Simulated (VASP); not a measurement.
# Ir (P6_3/mmc) in VASP: further runs, part 2 of 2

VASP 6.6.1. Earlier steps stand in the parts before.

## 3. Single point, PBEsol+D3(BJ)

This run uses another cell than the first one, of 13.82 Å³/atom.

Input file INCAR:

```
SYSTEM = Ir
PREC = Accurate
ENCUT = 560
EDIFF = 1E-6
ISMEAR = -1
SIGMA = 0.05
LREAL = .FALSE.
LASPH = .TRUE.
NELM = 120
ALGO = Normal
ISIF = 2
LWAVE = .FALSE.
LCHARG = .FALSE.
GGA = PS
IVDW = 12
NBANDS = 24
GGA_COMPAT = .FALSE.
```

Input file KPOINTS:

```
Automatic mesh
0
G
  11 11 6
  0 0 0
```

Input file POSCAR:

```
Ir
1.0
    2.6999591599      0.0000000000      0.0000000000
   -1.3499795800      2.3382332217      0.0000000000
    0.0000000000      0.0000000000      4.3791468503
Ir
2
Direct
    0.3333333333      0.6666666667      0.2500000000
    0.6666666667      0.3333333333      0.7500000000
```

Potentials or basis: VASP PAW PBE potentials, release 64 (Ir_sv_GW).

Started as:

```bash
> cat potpaw_PBE.64/Ir_sv_GW/POTCAR > POTCAR
> mpirun -np 1 vasp_std > vasp.out
```

OUTCAR:

```text
SYSTEM = Ir
   PREC = Accurate
   ENCUT = 560
   EDIFF = 1E-6
   ISMEAR = -1
   LREAL = .FALSE.
   LASPH = .TRUE.
   NELM = 120
   ISIF = 2
   GGA = PS
   IVDW = 12
 IVDW          = 12

 ion  position               nearest neighbor table
   1  0.333  0.667  0.250-   2 2.69   2 2.69   2 2.69   2 2.69   2 2.69   2 2.69
   2  0.667  0.333  0.750-   1 2.69   1 2.69   1 2.69   1 2.69   1 2.69   1 2.69

  LATTYP: Found a hexagonal cell.
 ALAT       =     2.6999591599
 C/A-ratio  =     1.6219307741

  Lattice vectors:

 A1 = (   2.6999591599,   0.0000000000,   0.0000000000)
 A2 = (  -1.3499795800,   2.3382332217,   0.0000000000)
 A3 = (   0.0000000000,   0.0000000000,   4.3791468503)

Analysis of symmetry for initial positions (statically):
=====================================================================
 Subroutine PRICEL returns:
 Original cell was already a primitive cell.

 Routine SETGRP: Setting up the symmetry group for a
 hexagonal supercell.

 Subroutine GETGRP returns: Found 24 space group operations
 (whereof 12 operations were pure point group operations)
 out of a pool of 24 trial point group operations.

The static configuration has the point symmetry D_3d.
 The point group associated with its full space group is D_6h.

Analysis of symmetry for dynamics (positions and initial velocities):
=====================================================================
 Subroutine PRICEL returns:
 Original cell was already a primitive cell.

 Routine SETGRP: Setting up the symmetry group for a
 hexagonal supercell.

 Subroutine GETGRP returns: Found 24 space group operations
 (whereof 12 operations were pure point group operations)
 out of a pool of 24 trial point group operations.

The dynamic configuration has the point symmetry D_3d.
 The point group associated with its full space group is D_6h.

 Subroutine INISYM returns: Found 24 space group operations
 (whereof 12 operations are pure point group operations),
 and found     1 'primitive' translations

[... 112 lines left out ...]
   IMIX   =      4    mixing-type and parameters
     AMIX     =   0.40;   BMIX     =  1.00
     AMIX_MAG =   1.60;   BMIX_MAG =  1.00
  volume/ion in A,a.u.               =      13.82        93.28
  Fermi-wavevector in a.u.,A,eV,Ry     =   1.753973  3.314529 41.857263  3.076422
  Thomas-Fermi vector in A             =   2.824004
   LORBIT       =      0    0 simple, 1 ext, 2 COOP (PROOUT), +10 PAW based schemes
   GGA     = PS    functional components
   LHFCALC =     F    Hartree Fock is set to
   AEXX    =    0.0000 exact exchange contribution
   IVDW    =    12    specifies the selected vdW correction
   LEPSILON=     F    determine dielectric tensor
   LRPA    =     F    only Hartree local field effects (RPA)
 non-spin polarized calculation
  energy-cutoff  :      560.00
  volume of cell :       27.65
 maximum number of plane-waves:       846
 NGX is ok and might be reduce to    24
   NGX = 11   NGY = 11   NGZ = 17

 number of electron      34.0000000 magnetization

 Free energy of the ion-electron system (eV)
  ---------------------------------------------------
  ext. energy  EPLUGINS =         0.00000000
  ---------------------------------------------------
  free energy    TOTEN  =       -20.61118178 eV

  energy without entropy =      -20.58797607  energy(sigma->0) =      -20.59957892

 E-fermi :  13.3014     XC(G=0): -14.8556

 val. band max:       13.3009517937   @ k =   0.2727   0.0909   0.3333
 cond. band min:      13.3214587687   @ k =   0.1818  -0.0000   0.5000
 fundamental gap:      0.0205069751
 Fermi energy:        13.3013503613

 k-point     1 :       0.0000    0.0000    0.0000
  band No.  band energies     occupation
      1     -79.8864      2.00000
      2     -79.8115      2.00000
      3     -37.1257      2.00000
      4     -36.3670      2.00000
      5     -36.3670      2.00000
      6     -36.2546      2.00000
[... 637 lines left out ...]
     23      28.6922      0.00000
     24      29.6067      0.00000

 [... further k-points ...]

------------------------ aborting loop because EDIFF is reached ----------------------------------------

 Edisp (eV)   -1.46319

 E8    (eV) :    -1.0104

  FORCE on cell =-STRESS in cart. coord.  units (eV):
  Direction    XX          YY          ZZ          XY          YZ          ZX
  --------------------------------------------------------------------------------------
  -------------------------------------------------------------------------------------
  Total      -0.30769    -0.30769    -0.31358     0.00000    -0.00000     0.00000
  in kB     -17.83160   -17.83160   -18.17273     0.00000    -0.00000     0.00000
  external pressure =      -17.95 kB  Pullay stress =        0.00 kB

 VOLUME and BASIS-vectors are now :
 -----------------------------------------------------------------------------
  energy-cutoff  :      560.00
  volume of cell :       27.65
      direct lattice vectors                 reciprocal lattice vectors
     2.699959160  0.000000000  0.000000000     0.370375973  0.213836668  0.000000000
    -1.349979580  2.338233222  0.000000000     0.000000000  0.427673335  0.000000000
     0.000000000  0.000000000  4.379146850     0.000000000  0.000000000  0.228354982

 POSITION                                       TOTAL-FORCE (eV/Angst)
 -----------------------------------------------------------------------------------
     -0.00000      1.55882      1.09479         0.000000     -0.000000      0.000000
      1.34998      0.77941      3.28436        -0.000000      0.000000      0.000000
 -----------------------------------------------------------------------------------
    total drift:                                0.000000     -0.000000      0.000000

  FREE ENERGIE OF THE ION-ELECTRON SYSTEM (eV)
  ---------------------------------------------------
  free  energy   TOTEN  =       -22.0743696351 eV

  energy  without entropy=      -22.0511639286  energy(sigma->0) =      -22.06276678
```

stdout:

```text
POSCAR found type information on POSCAR Ir
 POSCAR found :  1 types and       2 ions
 scaLAPACK will be used
 -----------------------------------------------------------------------------
|                                                                             |
|                                                                             |
|     You enforced a specific xc type in the INCAR file but a different       |
|     I HOPE YOU KNOW WHAT YOU ARE DOING!                                     |
|                                                                             |
 -----------------------------------------------------------------------------

 LDA part: xc-table for (Slater+PW92), standard interpolation
 POSCAR, INCAR and KPOINTS ok, starting setup
 FFT: planning ... GRIDC
 FFT: planning ... GRID_SOFT
 FFT: planning ... GRID
 WAVECAR not read
 entering main loop
```

Run time: 85 s. Hardware: 1 thread of Intel Xeon Platinum 8259CL at 2.50GHz (Skylake/Cascade Lake), shared host; peak memory 0.19 GiB.

What came out:

```yaml
Free_energy: -22.0744 eV
Pressure: -1.8 GPa
Band_gap_on_the_k_mesh: zero (bands 17 and 18 overlap by 3.40 eV)
Dispersion_energy_per_atom: -0.732 eV
```

Caveat: the PAW data sets were made with another functional, which shifts forces and pressure a little; spin-orbit coupling is left out, which moves the levels of the heavy elements.

## 4. Single point, BLYP+D3(BJ)

This run uses another cell than the first one, of 14.46 Å³/atom.

Input file INCAR:

```
SYSTEM = Ir
  PREC = Accurate
  ENCUT = 560
  EDIFF = 1E-6
  ISMEAR = -1
  SIGMA = 0.05
  LREAL = .FALSE.
  LASPH = .TRUE.
  NELM = 120
  ALGO = Normal
  ISIF = 2
  LWAVE = .FALSE.
  LCHARG = .FALSE.
  GGA = B5
  ALDAX = 1.0
  AGGAX = 1.0
  AGGAC = 1.0
  ALDAC = 0.0
  IVDW = 12
  VDW_S6 = 1.0
  VDW_S8 = 2.6996
  VDW_A1 = 0.4298
  VDW_A2 = 4.2359
  NBANDS = 24
  GGA_COMPAT = .FALSE.
```

KPOINTS is that of step 3.

Input file POSCAR:

```
Ir
1.0
    2.7406562163      0.0000000000      0.0000000000
   -1.3703281082      2.3734779064      0.0000000000
    0.0000000000      0.0000000000      4.4449414920
Ir
2
Direct
    0.3333333333      0.6666666667      0.2500000000
    0.6666666667      0.3333333333      0.7500000000
```

Started as:

```bash
> cat potpaw_PBE.64/Ir_sv_GW/POTCAR > POTCAR
> mpirun -np 1 vasp_std > vasp.out
```

Run time: 36 s. Hardware: 1 thread of AMD EPYC 9R45 (Zen 5), shared host; peak memory 0.16 GiB.

It converged, with:

```
Free energy                : -19.2418 eV
Pressure                   : -0.1 GPa
Band gap on the k mesh     : zero (bands 17 and 18 overlap by 3.07 eV)
Dispersion energy per atom : -1.687 eV
```

Stress tensor (GPa, compression positive):
```
-0.11  0.00  0.00
 0.00 -0.11  0.00
 0.00  0.00  0.02
```

Levels at points of the mesh, in eV from the Fermi level:
| k point | band 13 | band 14 | band 15 | band 16 | band 17 | band 18 | band 19 | band 20 | band 21 | band 22 |
| --- | --- | --- | --- | --- | --- | --- | --- | --- | --- | --- |
| (0.00, 0.00, 0.00) | -3.72 | -3.09 | -3.09 | -2.32 | -2.32 | -0.40 | 0.26 | 0.26 | 6.94 | 14.10 |
| (0.00, 0.00, 0.50) | -3.84 | -3.84 | -3.84 | -3.84 | -0.47 | -0.47 | -0.47 | -0.47 | 13.52 | 13.52 |

Caveat: the dispersion term is far too large for a dense solid, which distorts pressure and volume; the PAW data sets were made with another functional, which shifts forces and pressure a little; spin-orbit coupling is left out, which moves the levels of the heavy elements.

## 5. The runs side by side

| level | cell | gap on the mesh (eV) | pressure (GPa) |
| --- | --- | --- | --- |
| PBEsol | a = 2.720, b = 2.720, c = 4.408 Å, angles 90.0, 90.0, 120.0°, 2 atoms | none | -1.9 |
| PBEsol+D3(BJ) | a = 2.700, b = 2.700, c = 4.379 Å, angles 90.0, 90.0, 120.0°, 2 atoms | none | -1.8 |
| BLYP+D3(BJ) | a = 2.741, b = 2.741, c = 4.445 Å, angles 90.0, 90.0, 120.0°, 2 atoms | none | -0.1 |

Alike in all rows: task single point; potentials or basis VASP PAW PBE potentials, release 64 (Ir_sv_GW); no spin polarisation; k mesh 11 × 11 × 6; cutoff (eV) 560; smearing fermi-dirac 0.05 eV.

Caveats: the PAW data sets were made with another functional, which shifts forces and pressure a little; spin-orbit coupling is left out, which moves the levels of the heavy elements; the dispersion term is far too large for a dense solid, which distorts pressure and volume (at least some runs).

Absolute energies hang on the potentials; compare differences alone.

The gap in the log of VASP goes by the Fermi energy; the results here count the filled bands.